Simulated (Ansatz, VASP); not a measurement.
**Cd3TeSe2: VASP beside Ansatz**

INCAR

```
PREC = Accurate
ENCUT = 520
EDIFF = 1E-7
ISMEAR = 0
SIGMA = 0.1
LREAL = F
LASPH = T
NELM = 60
ALGO = Normal
ISIF = 2
LWAVE = F
LCHARG = F
GGA = PE
NBANDS = 66
```

File KPOINTS:

```
Automatic mesh
0
Gamma
  4 2 4
```

POSCAR

```
Cd3TeSe2
1.0
    0.0000000000     -4.4866676000      0.0000000000
    8.9733352000      0.0000000000      0.0000000000
   -2.2433338000      2.2433338000      9.4816233000
Cd Te Se
6 2 4
Direct
    0.8413210000      0.4206605000      0.6826420000
    0.8413210000      0.9206605000      0.6826420000
    0.5000000000      0.2500000000      0.0000000000
    0.5000000000      0.7500000000      0.0000000000
    0.1586790000      0.0793395000      0.3173580000
    0.1586790000      0.5793395000      0.3173580000
    0.2500000000      0.3750000000      0.5000000000
    0.2500000000      0.8750000000      0.5000000000
    0.5791270000      0.0395635000      0.1582540000
    0.5791270000      0.5395635000      0.1582540000
    0.9208730000      0.2104365000      0.8417460000
    0.9208730000      0.7104365000      0.8417460000
```

Input for Ansatz:

```yaml
crystal:
  lattice:
    - [0.0, -4.4866676, 0.0]
    - [8.9733352, 0.0, 0.0]
    - [-2.2433338, 2.2433338, 9.4816233]
  atoms:
    - { symbol: Cd, position: [0.841321, 0.4206605, 0.682642] }
    - { symbol: Cd, position: [0.841321, 0.9206605, 0.682642] }
    - { symbol: Cd, position: [0.5, 0.25, 0.0] }
    - { symbol: Cd, position: [0.5, 0.75, 0.0] }
    - { symbol: Cd, position: [0.158679, 0.0793395, 0.317358] }
    - { symbol: Cd, position: [0.158679, 0.5793395, 0.317358] }
    - { symbol: Te, position: [0.25, 0.375, 0.5] }
    - { symbol: Te, position: [0.25, 0.875, 0.5] }
    - { symbol: Se, position: [0.579127, 0.0395635, 0.158254] }
    - { symbol: Se, position: [0.579127, 0.5395635, 0.158254] }
    - { symbol: Se, position: [0.920873, 0.2104365, 0.841746] }
    - { symbol: Se, position: [0.920873, 0.7104365, 0.841746] }
basis:
  ecutwfc: 420
kpoints:
  mp_grid: { grid: [4, 2, 4] }
hamiltonian:
  xc: pbe
scf:
  occupations: { method: gaussian, width: 0.1 }
  lower_state_search: "off"
output:
  forces: true
  stress: true
  eigenvalues: true
```

Alike in both runs: task single point; functional PBE; k mesh 4 × 2 × 4; occupations gaussian, width 0.1 eV; no spin polarisation.

|  | VASP | Ansatz |
| --- | --- | --- |
| version | VASP 6.6.1 | Ansatz 0.2.0 |
| potentials or method | VASP PAW PBE potentials, release 64 (Cd, Te, Se), cutoff 520 eV | scalar-relativistic, plane waves, PAW |
| valence electrons in the cell | 108 | 216 |

Ansatz gave:

| Property | Result |
| --- | --- |
| gap on the k mesh at the Fermi level (eV) | 0.38 |
| least direct gap on the mesh (eV) | 0.38 |
| pressure (GPa) | 0.1 |
| traceless stress, the component that is largest in VASP (GPa) | -0.14 |
| rms of the force components (eV/Å) | 0.002 |

Q: Estimate VASP's values.

A: gap on the k mesh at the Fermi level (eV): 0.38; least direct gap on the mesh (eV): 0.38; pressure (GPa): 0.2; traceless stress, the component that is largest in VASP (GPa): -0.15; rms of the force components (eV/Å): 0.005.

Atom by atom the forces differ by 0.003 eV/Å (rms over components). VASP's potentials hold 108 valence electrons a cell and Ansatz's 216, so a difference there can come from the potentials and not from the codes.

Spin-orbit coupling is off throughout.
